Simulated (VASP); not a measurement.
# Na2Sb (Fm-3m) in VASP: relaxation of cell and atoms with PBE

Aim: the relaxation of cell and atoms of Na2Sb with PBE.

All numbers are computed with VASP 6.6.1; they aren't measurements. Logs are shortened: lines on timing, memory, paths and dates and some standing lists are left out, and cuts for length are marked.

### Step 1. The cell of the first run

Symmetry: Fm-3m, No. 225, cubic system. Conventional cell: a = 6.821 Å, b = 6.821 Å, c = 6.821 Å, α = 90.00°, β = 90.00°, γ = 90.00°. Na (site symmetry -43m) has 4 Sb at 2.95 Å and 6 Na at 3.41 Å within 3.9 Å. Sb (site symmetry m-3m) has 8 Na at 2.95 Å within 3.9 Å.

The cell was built from a structure type or drawn by symmetry, and may not be a known phase.

### Step 2. Relaxation of cell and atoms, PBE

INCAR reads:

```
SYSTEM = Na2Sb
  ALGO = Normal
  EDIFF = 1E-7
  EDIFFG = -0.04
  ENCUT = 970
  GGA = PE
  GGA_COMPAT = .False.
  IBRION = 2
  ISIF = 3
  ISMEAR = 0
  LASPH = .True.
  LCHARG = .False.
  LREAL = .False.
  LWAVE = .False.
  NELM = 120
  NELMIN = 4
  NSW = 90
  PREC = Accurate
  SIGMA = 0.1
```

KPOINTS reads:

```
k-points
0
Gamma
  4 4 4
  0 0 0
```

POSCAR reads:

```
Na2Sb
1.0
    0.0000000000      3.4106935700      3.4106935700
    3.4106935700      0.0000000000      3.4106935700
    3.4106935700      3.4106935700      0.0000000000
Na Sb
2 1
Direct
    0.2500000000      0.2500000000      0.2500000000
    0.7500000000      0.7500000000      0.7500000000
    0.5000000000      0.5000000000      0.5000000000
```

Potentials or basis: VASP PAW PBE potentials, release 64 (Na_sv, Sb_d_GW).

Launch:

```
$ cat potpaw_PBE.64/Na_sv/POTCAR potpaw_PBE.64/Sb_d_GW/POTCAR > POTCAR
$ mpirun -np 1 vasp_std > vasp.out
```

OUTCAR:

```text
SYSTEM = Na2Sb
   EDIFF = 1E-7
   EDIFFG = -0.04
   ENCUT = 970
   GGA = PE
   IBRION = 2
   ISIF = 3
   ISMEAR = 0
   LASPH = .True.
   LREAL = .False.
   NELM = 120
   NELMIN = 4
   NSW = 90
   PREC = Accurate

 ion  position               nearest neighbor table
   1  0.250  0.250  0.250-
   2  0.750  0.750  0.750-
   3  0.500  0.500  0.500-

  LATTYP: Found a face centered cubic cell.
 ALAT       =     6.8213871400

  Lattice vectors:

 A1 = (   0.0000000000,   3.4106935700,   3.4106935700)
 A2 = (   3.4106935700,   0.0000000000,   3.4106935700)
 A3 = (   3.4106935700,   3.4106935700,   0.0000000000)

Analysis of symmetry for initial positions (statically):
=====================================================================
 Subroutine PRICEL returns:
 Original cell was already a primitive cell.

 Routine SETGRP: Setting up the symmetry group for a
 face centered cubic supercell.

 Subroutine GETGRP returns: Found 48 space group operations
 (whereof 48 operations were pure point group operations)
 out of a pool of 48 trial point group operations.

The static configuration has the point symmetry O_h .

Analysis of symmetry for dynamics (positions and initial velocities):
=====================================================================
 Subroutine PRICEL returns:
 Original cell was already a primitive cell.

 Routine SETGRP: Setting up the symmetry group for a
 face centered cubic supercell.

 Subroutine GETGRP returns: Found 48 space group operations
 (whereof 48 operations were pure point group operations)
 out of a pool of 48 trial point group operations.

The dynamic configuration has the point symmetry O_h .

 Subroutine INISYM returns: Found 48 space group operations
 (whereof 48 operations are pure point group operations),
 and found     1 'primitive' translations

----------------------------------------------------------------------------------------

                                     Primitive cell

  volume of cell :      79.3520

  direct lattice vectors                    reciprocal lattice vectors
     0.000000000  3.410693570  3.410693570    -0.146597749  0.146597749  0.146597749
     3.410693570  0.000000000  3.410693570     0.146597749 -0.146597749  0.146597749
     3.410693570  3.410693570  0.000000000     0.146597749  0.146597749 -0.146597749

  length of vectors
     4.823449104  4.823449104  4.823449104     0.253914750  0.253914750  0.253914750

  position of ions in fractional coordinates (direct lattice)
     0.250000000  0.250000000  0.250000000
     0.750000000  0.750000000  0.750000000
     0.500000000  0.500000000  0.500000000

  ion indices of the primitive-cell ions
   primitive index   ion index
                 1           1
                 2           2
                 3           3

----------------------------------------------------------------------------------------

 KPOINTS: k-points

Automatic generation of k-mesh.
 Grid dimensions read from file:
 generate k-points for:    4    4    4

 Generating k-lattice:

  Cartesian coordinates                     Fractional coordinates (reciprocal lattice)
    -0.036649437  0.036649437  0.036649437     0.250000000  0.000000000  0.000000000
     0.036649437 -0.036649437  0.036649437     0.000000000  0.250000000  0.000000000
     0.036649437  0.036649437 -0.036649437     0.000000000  0.000000000  0.250000000

  Length of vectors
     0.063478687  0.063478687  0.063478687

  Shift w.r.t. Gamma in fractional coordinates (k-lattice)
     0.000000000  0.000000000  0.000000000

 Subroutine IBZKPT returns following result:
 ===========================================

 Found      8 irreducible k-points:

 Following reciprocal coordinates:
            Coordinates               Weight
  0.000000  0.000000  0.000000      1.000000
  0.250000  0.000000  0.000000      8.000000
  0.500000  0.000000  0.000000      4.000000
  0.250000  0.250000  0.000000      6.000000
  0.500000  0.250000  0.000000     24.000000
 -0.250000  0.250000  0.000000     12.000000
  0.500000  0.500000  0.000000      3.000000
 -0.250000  0.500000  0.250000      6.000000
   k-points           NKPTS =      8   k-points in BZ     NKDIM =      8   number of bands    NBANDS=     20
   number of dos      NEDOS =    301   number of ions     NIONS =      3
   total plane-waves  NPLWV = 125000
   dimension x,y,z NGX =    50 NGY =   50 NGZ =   50
   dimension x,y,z NGXF=   100 NGYF=  100 NGZF=  100
   ions per type =               2   1
   NGX,Y,Z   is equivalent  to a cutoff of  17.23, 17.23, 17.23 a.u.
   NGXF,Y,Z  is equivalent  to a cutoff of  34.47, 34.47, 34.47 a.u.
 SYSTEM =  Na2Sb
   PREC   = accura    normal or accurate (medium, high low for compatibility)
   ISTART =      0    job   : 0-new  1-cont  2-samecut
   ICHARG =      2    charge: 1-file 2-atom 10-const
   ISPIN  =      1    spin polarized calculation?
   LNONCOLLINEAR =      F non collinear calculations
   LSORBIT =      F    spin-orbit coupling
   LASPH  =      T    aspherical Exc in radial PAW
   ENCUT  =  970.0 eV  71.29 Ry    8.44 a.u.  12.25 12.25 12.25*2*pi/ulx,y,z
   NELM   =    120;   NELMIN=  4; NELMDL= -5     # of ELM steps
   EDIFF  = 0.1E-06   stopping-criterion for ELM
   LREAL  =      F    real-space projection
   EDIFFG = -.4E-01   stopping-criterion for IOM
   NSW    =     90    number of steps for IOM
   IBRION =      2    ionic relax: 0-MD 1-quasi-New 2-CG
   NFREE  =      1    steps in history (QN), initial steepest desc. (CG)
   ISIF   =      3    stress and relaxation
   ISYM   =      2    0-nonsym 1-usesym 2-fastsym
   POTIM  = 0.5000    time-step for ionic-motion
   TEBEG  =    0.0;   TEEND  =   0.0 temperature during run
   PSTRESS=    0.0 pullay stress
   NELECT =      33.0000    total number of electrons
   NUPDOWN=      -1.0000    fix difference up-down
   EMIN   =  10.00;   EMAX   =-10.00  energy-range for DOS
   EFERMI =   0.00;   METHOD = LEGACY
   ISMEAR =     0;   SIGMA  =   0.10  broadening in eV -4-tet -1-fermi 0-gaus
   EFERMI_NEDOS =   21; number of points for ismear=-14 and -15
   IALGO  =     38    algorithm
   IMIX   =      4    mixing-type and parameters
     AMIX     =   0.40;   BMIX     =  1.00
     AMIX_MAG =   1.60;   BMIX_MAG =  1.00
  volume/ion in A,a.u.               =      26.45       178.50
  Fermi-wavevector in a.u.,A,eV,Ry     =   1.221969  2.309186 20.316324  1.493208
  Thomas-Fermi vector in A             =   2.357132
   LORBIT       =      0    0 simple, 1 ext, 2 COOP (PROOUT), +10 PAW based schemes
   GGA     = PE    functional components
   LHFCALC =     F    Hartree Fock is set to
   AEXX    =    0.0000 exact exchange contribution
   IVDW    =     0    specifies the selected vdW correction
   LEPSILON=     F    determine dielectric tensor
   LRPA    =     F    only Hartree local field effects (RPA)
 conjugate gradient relaxation of ions
 non-spin polarized calculation
 Gauss-broadening in eV      SIGMA  =   0.10
  energy-cutoff  :      970.00
  volume of cell :       79.35
 maximum number of plane-waves:      5577
 NGX is ok and might be reduce to    50
   NGX = 25   NGY = 25   NGZ = 25

--------------------------------------- Ionic step        1  -------------------------------------------

 number of electron      33.0000002 magnetization

 Free energy of the ion-electron system (eV)
  ---------------------------------------------------
  ext. energy  EPLUGINS =         0.00000000
  ---------------------------------------------------
  free energy    TOTEN  =        -7.04493343 eV

  energy without entropy =       -7.02811089  energy(sigma->0) =       -7.03652216

------------------------ aborting loop because EDIFF is reached ----------------------------------------

  FORCE on cell =-STRESS in cart. coord.  units (eV):
  Direction    XX          YY          ZZ          XY          YZ          ZX
  --------------------------------------------------------------------------------------
  -------------------------------------------------------------------------------------
  Total        3.3270343      3.3270343      3.3270343      0.0000000      0.0000000      0.0000000
  in kB       67.1753221     67.1753221     67.1753221      0.0000000      0.0000000      0.0000000
  external PRESSURE =      67.1753221 kB  Pullay stress =       0.0000000 kB

 VOLUME and BASIS-vectors are now :
 -----------------------------------------------------------------------------
  energy-cutoff  :      970.00
  volume of cell :       79.35
      direct lattice vectors                 reciprocal lattice vectors
     0.000000000  3.410693570  3.410693570    -0.146597749  0.146597749  0.146597749
     3.410693570  0.000000000  3.410693570     0.146597749 -0.146597749  0.146597749
     3.410693570  3.410693570  0.000000000     0.146597749  0.146597749 -0.146597749
[... 75 lines left out ...]
 POSITION                                       TOTAL-FORCE (eV/Angst)
 -----------------------------------------------------------------------------------
      1.83388      1.83388      1.83388        -0.000000      0.000000      0.000000
      5.50165      5.50165      5.50165         0.000000     -0.000000      0.000000
      3.66776      3.66776      3.66776        -0.000000      0.000000     -0.000000
 -----------------------------------------------------------------------------------
    total drift:                               -0.000000      0.000000      0.000000

  FREE ENERGIE OF THE ION-ELECTRON SYSTEM (eV)
  ---------------------------------------------------
  free  energy   TOTEN  =        -7.4051314719 eV

  energy  without entropy=       -7.3862459517  energy(sigma->0) =       -7.39568871

--------------------------------------- Ionic step        4  -------------------------------------------

 number of electron      32.9999993 magnetization

 Free energy of the ion-electron system (eV)
  ---------------------------------------------------
  ext. energy  EPLUGINS =         0.00000000
  ---------------------------------------------------
  free energy    TOTEN  =        -7.40817370 eV

  energy without entropy =       -7.38893065  energy(sigma->0) =       -7.39855217

 E-fermi :   0.6826     XC(G=0):  -7.4162

 val. band max:        0.5420987504   @ k =   0.2500   0.2500   0.0000
 cond. band min:       0.7039276653   @ k =  -0.2500   0.2500   0.0000
 fundamental gap:      0.1618289149
 Fermi energy:         0.6826222734

 k-point     1 :       0.0000    0.0000    0.0000
  band No.  band energies     occupation
      1     -50.8888      2.00000
      2     -50.8866      2.00000
      3     -26.9324      2.00000
      4     -26.9324      2.00000
      5     -26.9324      2.00000
      6     -26.9228      2.00000
[... 12 lines left out ...]
     19       5.7438      0.00000
     20       5.7438      0.00000
[... 181 lines left out ...]
 POSITION                                       TOTAL-FORCE (eV/Angst)
 -----------------------------------------------------------------------------------
      1.84697      1.84697      1.84697         0.000000      0.000000      0.000000
      5.54091      5.54091      5.54091        -0.000000     -0.000000     -0.000000
      3.69394      3.69394      3.69394        -0.000000     -0.000000     -0.000000
 -----------------------------------------------------------------------------------
    total drift:                               -0.000000      0.000000      0.000000

  FREE ENERGIE OF THE ION-ELECTRON SYSTEM (eV)
  ---------------------------------------------------
  free  energy   TOTEN  =        -7.4081737002 eV

  energy  without entropy=       -7.3889306496  energy(sigma->0) =       -7.39855217

 reached required accuracy - stopping structural energy minimisation
```

It took 2.8 min on 1 thread of Intel Xeon Platinum 8488C (Sapphire Rapids), shared host; peak memory 0.37 GiB.

Results:

```yaml
Free_energy: -7.4082 eV
Relaxed_volume: 33.60 Å³/atom
Relaxed_cell: a = 5.224 Å, b = 5.224 Å, c = 5.224 Å, α = 60.00°, β = 60.00°, γ = 60.00°
Space_group_after_relaxing_to_0.1_Å: Fm-3m (No. 225)
Energy_gained_by_relaxing: 121.1 meV/atom
Ionic_steps: 4
Pressure_after_relaxing: 0.1 GPa
Band_gap_on_the_k_mesh: zero (an odd number of electrons rules out a gap without spin polarisation)
```

Step by step:
| step | energy change (eV) | largest force (eV/Å) | pressure (GPa) | volume (Å³) |
| --- | --- | --- | --- | --- |
| 1 | 0.0000 | 0.0000 | 6.72 | 79.35 |
| 2 | -0.3233 | 0.0000 | 1.67 | 92.78 |
| 3 | -0.3602 | 0.0000 | 0.41 | 98.68 |
| 4 | -0.3632 | 0.0000 | 0.05 | 100.81 |

Final structure:
```cif
data_structure
_symmetry_space_group_name_H-M 'P 1'
_symmetry_Int_Tables_number 1
_cell_length_a 5.2240
_cell_length_b 5.2240
_cell_length_c 5.2240
_cell_angle_alpha 60.000
_cell_angle_beta 60.000
_cell_angle_gamma 60.000
_cell_volume 100.81
loop_
_atom_site_label
_atom_site_type_symbol
_atom_site_fract_x
_atom_site_fract_y
_atom_site_fract_z
_atom_site_occupancy
Na1 Na 0.25000 0.25000 0.25000 1
Na2 Na 0.75000 0.75000 0.75000 1
Sb1 Sb 0.50000 0.50000 0.50000 1
```

Caveat: the k points lie up to 0.37 Å⁻¹ apart in the final cell, too coarse for converged energies and pressures of a metal; the volume moved by over 15 % at a fixed basis, so the end points are rough; spin-orbit coupling is left out, which moves the levels of the heavy elements.
